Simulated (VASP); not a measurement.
# Au (P6_3/mmc) in VASP: notebook, part 2 of 2

VASP 6.6.1. Earlier steps stand in the parts before.

## (3) Relaxation of shape and atoms at fixed volume, PBEsol

This run uses another cell than the first one, of 9.88 Å³/atom, 1.160 times its volume.

Contents of INCAR:

```
SYSTEM = Au
ALGO     = Normal         ! electronic algorithm
EDIFF    = 1E-7           ! SCF threshold, eV
EDIFFG   = -0.005         ! ionic threshold
ENCUT    = 600            ! plane-wave cutoff, eV
GGA      = PS             ! functional
IBRION   = 2              ! ionic algorithm
ISIF     = 4              ! what is computed and relaxed
ISMEAR   = -1             ! smearing method
LASPH    = .True.         ! aspherical terms in the spheres
LCHARG   = .False.        ! write CHGCAR
LREAL    = .False.        ! projectors in reciprocal space
LWAVE    = .False.        ! write WAVECAR
NELM     = 80             ! most SCF steps
NSW      = 50             ! ionic steps
PREC     = Accurate       ! precision mode
SIGMA    = 0.05           ! smearing width, eV
```

Contents of KPOINTS:

```
k-points
0
Gamma
  15 15 8
  0 0 0
```

Contents of POSCAR:

```
Au
1.0
    2.3860453029      0.0000000000      0.0000000000
   -1.1930226515      2.0663758469      0.0000000000
    0.0000000000      0.0000000000      4.0081337127
Au
2
Direct
    0.3333333333      0.6666666667      0.2500000000
    0.6666666667      0.3333333333      0.7500000000
```

Potentials or basis: VASP PAW PBE potentials, release 64 (Au).

The run is started by

```
$ cat potpaw_PBE.64/Au/POTCAR > POTCAR
$ mpirun -np 1 vasp_std > vasp.out
```

OUTCAR:

```text
SYSTEM = Au
   EDIFF = 1E-7
   EDIFFG = -0.005
   ENCUT = 600
   GGA = PS
   IBRION = 2
   ISIF = 4
   ISMEAR = -1
   LASPH = .True.
   LREAL = .False.
   NELM = 80
   NSW = 50
   PREC = Accurate

 ion  position               nearest neighbor table
   1  0.333  0.667  0.250-   2 2.43   2 2.43   2 2.43   2 2.43   2 2.43   2 2.43   2 3.41   2 3.41
                             2 3.41   2 3.41   2 3.41   2 3.41
   2  0.667  0.333  0.750-   1 2.43   1 2.43   1 2.43   1 2.43   1 2.43   1 2.43   1 3.41   1 3.41
                             1 3.41   1 3.41   1 3.41   1 3.41

  LATTYP: Found a hexagonal cell.
 ALAT       =     2.3860453029
 C/A-ratio  =     1.6798229723

  Lattice vectors:

 A1 = (   2.3860453029,   0.0000000000,   0.0000000000)
 A2 = (  -1.1930226515,   2.0663758469,   0.0000000000)
 A3 = (   0.0000000000,   0.0000000000,   4.0081337127)

Analysis of symmetry for initial positions (statically):
=====================================================================
 Subroutine PRICEL returns:
 Original cell was already a primitive cell.

 Routine SETGRP: Setting up the symmetry group for a
 hexagonal supercell.

 Subroutine GETGRP returns: Found 24 space group operations
 (whereof 12 operations were pure point group operations)
 out of a pool of 24 trial point group operations.

The static configuration has the point symmetry D_3d.
 The point group associated with its full space group is D_6h.

Analysis of symmetry for dynamics (positions and initial velocities):
=====================================================================
 Subroutine PRICEL returns:
 Original cell was already a primitive cell.

 Routine SETGRP: Setting up the symmetry group for a
 hexagonal supercell.

 Subroutine GETGRP returns: Found 24 space group operations
 (whereof 12 operations were pure point group operations)
 out of a pool of 24 trial point group operations.

The dynamic configuration has the point symmetry D_3d.
 The point group associated with its full space group is D_6h.
[... 135 lines left out ...]
 NGX is ok and might be reduce to    20
   NGX =  9   NGY =  9   NGZ = 17

--------------------------------------- Ionic step        1  -------------------------------------------

 number of electron      22.0000001 magnetization

 Free energy of the ion-electron system (eV)
  ---------------------------------------------------
  ext. energy  EPLUGINS =         0.00000000
  ---------------------------------------------------
  free energy    TOTEN  =         2.91861781 eV

  energy without entropy =        2.92201252  energy(sigma->0) =        2.92031517

------------------------ aborting loop because EDIFF is reached ----------------------------------------

  FORCE on cell =-STRESS in cart. coord.  units (eV):
  Direction    XX          YY          ZZ          XY          YZ          ZX
  --------------------------------------------------------------------------------------
  -------------------------------------------------------------------------------------
  Total       53.6116131     53.6116131     50.5764994     -0.0000000      0.0000000      0.0000000
  in kB     4346.4956976   4346.4956976   4100.4275754     -0.0000001      0.0000000      0.0000000
  external PRESSURE =    4264.4729902 kB  Pullay stress =       0.0000000 kB
[... 95 lines left out ...]
--------------------------------------- Ionic step        4  -------------------------------------------

 number of electron      21.9999998 magnetization

 Free energy of the ion-electron system (eV)
  ---------------------------------------------------
  ext. energy  EPLUGINS =         0.00000000
  ---------------------------------------------------
  free energy    TOTEN  =         2.90047072 eV

  energy without entropy =        2.90366199  energy(sigma->0) =        2.90206635

 E-fermi :  22.1439     XC(G=0): -16.3046

 val. band max:       22.1284861483   @ k =   0.4667  -0.0000   0.0000
 cond. band min:      22.1465521519   @ k =   0.2667   0.2000   0.3750
 fundamental gap:      0.0180660036
 Fermi energy:        22.1438890694

 k-point     1 :       0.0000    0.0000    0.0000
  band No.  band energies     occupation
      1       4.3955      2.00000
      2       7.1679      2.00000
      3      12.3222      2.00000
      4      12.6950      2.00000
      5      12.6950      2.00000
      6      13.5978      2.00000
      7      13.5978      2.00000
      8      15.0066      2.00000
      9      15.0066      2.00000
     10      17.7366      2.00000
     11      18.6309      2.00000
     12      18.6309      2.00000
     13      28.6610      0.00000
     14      33.7658      0.00000
[... 401 lines left out ...]
      2       9.1163      2.00000
      3       9.6731      2.00000
      4      12.0822      2.00000
      5      12.5453      2.00000
      6      12.8394      2.00000
      7      14.3518      2.00000
      8      18.1210      2.00000
      9      18.7742      2.00000
     10      18.9449      2.00000
     11      24.3968      0.00000
     12      25.5108      0.00000
     13      28.6744      0.00000
     14      32.2539      0.00000
     15      34.6568      0.00000

 [... further k-points ...]
[... 5 lines left out ...]
  --------------------------------------------------------------------------------------
  -------------------------------------------------------------------------------------
  Total       52.5621830     52.5621830     52.5651319     -0.0000000     -0.0000000      0.0000000
  in kB     4261.4144344   4261.4144345   4261.6535198     -0.0000002     -0.0000000      0.0000000
  external PRESSURE =    4261.4941296 kB  Pullay stress =       0.0000000 kB
[... 17 lines left out ...]
  FREE ENERGIE OF THE ION-ELECTRON SYSTEM (eV)
  ---------------------------------------------------
  free  energy   TOTEN  =         2.9004707220 eV

  energy  without entropy=        2.9036619858  energy(sigma->0) =        2.90206635

 reached required accuracy - stopping structural energy minimisation
```

CONTCAR:

```text
Au
   1.00000000000000
     2.4005094470690556   -0.0000000000184349    0.0000000000000000
    -1.2002547236007961    2.0789021632088192    0.0000000000000000
     0.0000000000000000    0.0000000000000000    3.9599776318112201
  Au
     2
Direct
     0.3333333332999970    0.6666666667000030    0.2500000000000000
     0.6666666667000030    0.3333333332999970    0.7500000000000000

  0.00000000E+00  0.00000000E+00  0.00000000E+00
  0.00000000E+00  0.00000000E+00  0.00000000E+00
```

Wall time 2.9 min (1 thread of AMD EPYC, shared host); peak memory 0.13 GiB.

Results:

| Quantity | Value |
| --- | --- |
| Free energy | 2.9005 eV |
| Energy gained by relaxing | 9.1 meV/atom |
| Ionic steps | 4 |
| Pressure after relaxing | 426.1 GPa |
| Band gap on the k mesh | zero (band 11 reaches 28.63 eV, above the bottom of band 12 at 17.59 eV) |

Step by step:
| step | energy change (eV) | largest force (eV/Å) | pressure (GPa) | volume (Å³) |
| --- | --- | --- | --- | --- |
| 1 | 0.0000 | 0.0000 | 426.45 | 19.76 |
| 2 | 0.1541 | 0.0000 | 429.25 | 19.76 |
| 3 | -0.0181 | 0.0000 | 426.14 | 19.76 |
| 4 | -0.0181 | 0.0000 | 426.15 | 19.76 |

Final structure:
```xyz
2
Lattice="2.4005 0.0000 0.0000 -1.2003 2.0789 0.0000 0.0000 0.0000 3.9600" Properties=species:S:1:pos:R:3 pbc="T T T"
Au    0.0000    1.3859    0.9900
Au    1.2003    0.6930    2.9700
```

Caveat: the PAW data sets were made with another functional, which shifts forces and pressure a little; spin-orbit coupling is left out, which moves the levels of the heavy elements.

## (4) Relaxation of shape and atoms at fixed volume, PBEsol

This run uses another cell than the first one, of 11.58 Å³/atom, 1.360 times its volume.

Contents of INCAR:

```
SYSTEM = Au
PREC = Accurate
ENCUT = 600
EDIFF = 1E-6
ISMEAR = -1
SIGMA = 0.05
LREAL = .False.
LASPH = .True.
NELM = 60
ALGO = Normal
ISIF = 4
LWAVE = .False.
LCHARG = .False.
GGA = PS
IBRION = 2
NSW = 50
EDIFFG = -0.005
```

Contents of KPOINTS:

```
regular mesh
0
Gamma
  15 15 8
  0 0 0
```

Contents of POSCAR:

```
Au
1.0
    2.5159711580      0.0000000000      0.0000000000
   -1.2579855790      2.1788949380      0.0000000000
    0.0000000000      0.0000000000      4.2263861488
Au
2
Direct
    0.3333333333      0.6666666667      0.2500000000
    0.6666666667      0.3333333333      0.7500000000
```

The run is started by

```
$ cat potpaw_PBE.64/Au/POTCAR > POTCAR
$ mpirun -np 1 vasp_std > vasp.out
```

Wall time 3.1 min (1 thread of AMD EPYC, shared host); peak memory 0.15 GiB.

Results (log left out):

```
Free energy               : -3.4235 eV
Energy gained by relaxing : 6.3 meV/atom
Ionic steps               : 4
Pressure after relaxing   : 197.1 GPa
Band gap on the k mesh    : zero (band 11 reaches 23.27 eV, above the bottom of band 12 at 13.74 eV)
```

The path:
```tsv
step	energy change (eV)	largest force (eV/Å)	pressure (GPa)	volume (Å³)
1	0.0000	0.0000	197.34	23.17
2	0.0272	0.0000	197.73	23.17
3	-0.0126	0.0000	197.08	23.17
4	-0.0126	0.0000	197.08	23.17
```

Final structure:
```cif
data_structure
_symmetry_space_group_name_H-M 'P 1'
_symmetry_Int_Tables_number 1
_cell_length_a 2.5313
_cell_length_b 2.5313
_cell_length_c 4.1754
_cell_angle_alpha 90.000
_cell_angle_beta 90.000
_cell_angle_gamma 120.000
_cell_volume 23.17
loop_
_atom_site_label
_atom_site_type_symbol
_atom_site_fract_x
_atom_site_fract_y
_atom_site_fract_z
_atom_site_occupancy
Au1 Au 0.33333 0.66667 0.25000 1
Au2 Au 0.66667 0.33333 0.75000 1
```

Levels at points of the mesh, in eV from the Fermi level:
```
           k point  band 8  band 9  band 10  band 11  band 12  band 13  band 14  band 15
(0.00, 0.00, 0.00)   -5.73   -5.73    -3.32    -2.92    -2.92     5.31    13.07    15.02
(0.00, 0.00, 0.50)   -7.61   -3.76    -3.76    -3.76    -3.76    12.34    12.34    15.23
```

Caveat: the PAW data sets were made with another functional, which shifts forces and pressure a little; spin-orbit coupling is left out, which moves the levels of the heavy elements.

## (5) Relaxation of shape and atoms at fixed volume, PBEsol

This run uses another cell than the first one, of 13.29 Å³/atom, 1.560 times its volume.

Contents of INCAR:

```
SYSTEM = Au
ALGO = Normal
EDIFF = 1E-6
EDIFFG = -0.005
ENCUT = 600
GGA = PS
IBRION = 2
ISIF = 4
ISMEAR = -1
LASPH = .TRUE.
LCHARG = .FALSE.
LREAL = .FALSE.
LWAVE = .FALSE.
NELM = 80
NSW = 50
PREC = Accurate
SIGMA = 0.05
```

Contents of KPOINTS:

```
k-points
0
G
  15 15 8
  0 0 0
```

Contents of POSCAR:

```
Au
1.0
    2.6337075874      0.0000000000      0.0000000000
   -1.3168537937      2.2808576768      0.0000000000
    0.0000000000      0.0000000000      4.4241625076
Au
2
Direct
    0.3333333333      0.6666666667      0.2500000000
    0.6666666667      0.3333333333      0.7500000000
```

The run is started by

```
$ cat potpaw_PBE.64/Au/POTCAR > POTCAR
$ mpirun -np 1 vasp_std > vasp.out
```

Wall time 3.4 min (1 thread of AMD EPYC, shared host); peak memory 0.17 GiB.

Results (log left out):

```
Free energy               : -6.3048 eV
Energy gained by relaxing : 3.5 meV/atom
Ionic steps               : 3
Pressure after relaxing   : 86.7 GPa
Band gap on the k mesh    : zero (band 11 reaches 19.38 eV, above the bottom of band 12 at 10.87 eV)
```

The path:
```csv
step,energy change (eV),largest force (eV/Å),pressure (GPa),volume (Å³)
1,0.0000,0.0000,86.95,26.58
2,-0.0021,0.0000,86.71,26.58
3,-0.0071,0.0000,86.69,26.58
```

Final structure:
```
CELL_PARAMETERS angstrom
2.64839 0.00000 0.00000
-1.32419 2.29357 0.00000
0.00000 0.00000 4.37526
ATOMIC_POSITIONS crystal
Au 0.33333 0.66667 0.25000
Au 0.66667 0.33333 0.75000
```

Levels at points of the mesh, in eV from the Fermi level:
| k point | band 8 | band 9 | band 10 | band 11 | band 12 | band 13 | band 14 | band 15 |
| --- | --- | --- | --- | --- | --- | --- | --- | --- |
| (0.00, 0.00, 0.00) | -4.81 | -4.81 | -2.58 | -2.58 | -2.47 | 4.32 | 13.86 | 15.63 |
| (0.00, 0.00, 0.50) | -6.31 | -3.27 | -3.27 | -3.27 | -3.27 | 12.39 | 12.39 | 14.75 |

Caveat: the PAW data sets were made with another functional, which shifts forces and pressure a little; spin-orbit coupling is left out, which moves the levels of the heavy elements.

## (6) Single point, PBEsol

This run uses another cell than the first one, of 7.33 Å³/atom, 0.860 times its volume.

Contents of INCAR:

```
PREC = Accurate
ENCUT = 520
EDIFF = 1E-7
ISMEAR = -1
SIGMA = 0.05
LREAL = False
LASPH = True
NELM = 80
ALGO = Normal
ISIF = 2
LWAVE = False
LCHARG = False
GGA = PS
NBANDS = 18
```

Contents of KPOINTS:

```
Automatic mesh
0
Gamma
  15 15 8
```

Contents of POSCAR:

```
Au
1.0
    2.1736064600      0.0000000000      0.0000000000
   -1.0868032300      1.8823984122      0.0000000000
    0.0000000000      0.0000000000      3.5807846357
Au
2
Direct
    0.3333333333      0.6666666667      0.2500000000
    0.6666666667      0.3333333333      0.7500000000
```

Potentials or basis: VASP PAW PBE potentials, release 64 (Au).

The run is started by

```
$ cat potpaw_PBE.64/Au/POTCAR > POTCAR
$ mpirun -np 1 vasp_std > vasp.out
```

Wall time 19 s (1 thread of Intel Xeon 6975P-C, shared host); peak memory 0.15 GiB.

The run converged, but its numbers aren't listed here, since they failed a check.

Caveat: the PAW data sets were made with another functional, which shifts forces and pressure a little; spin-orbit coupling is left out, which moves the levels of the heavy elements.

## (7) Summary

```csv
cell,gap on the mesh (eV),pressure (GPa)
"relaxed from a = 2.386, b = 2.386, c = 4.008 Å, angles 90.0, 90.0, 120.0°, 2 atoms",none,426.1
"relaxed from a = 2.516, b = 2.516, c = 4.226 Å, angles 90.0, 90.0, 120.0°, 2 atoms",none,197.1
"relaxed from a = 2.634, b = 2.634, c = 4.424 Å, angles 90.0, 90.0, 120.0°, 2 atoms",none,86.7
```

Alike in all rows: task relaxation of shape and atoms at fixed volume; level PBEsol; potentials or basis VASP PAW PBE potentials, release 64 (Au); no spin polarisation; k mesh 15 × 15 × 8; cutoff (eV) 600; smearing fermi-dirac 0.05 eV.

Caveats: the PAW data sets were made with another functional, which shifts forces and pressure a little; spin-orbit coupling is left out, which moves the levels of the heavy elements.

Total energies depend on the potentials used, so only differences within one code and one set of settings carry meaning.
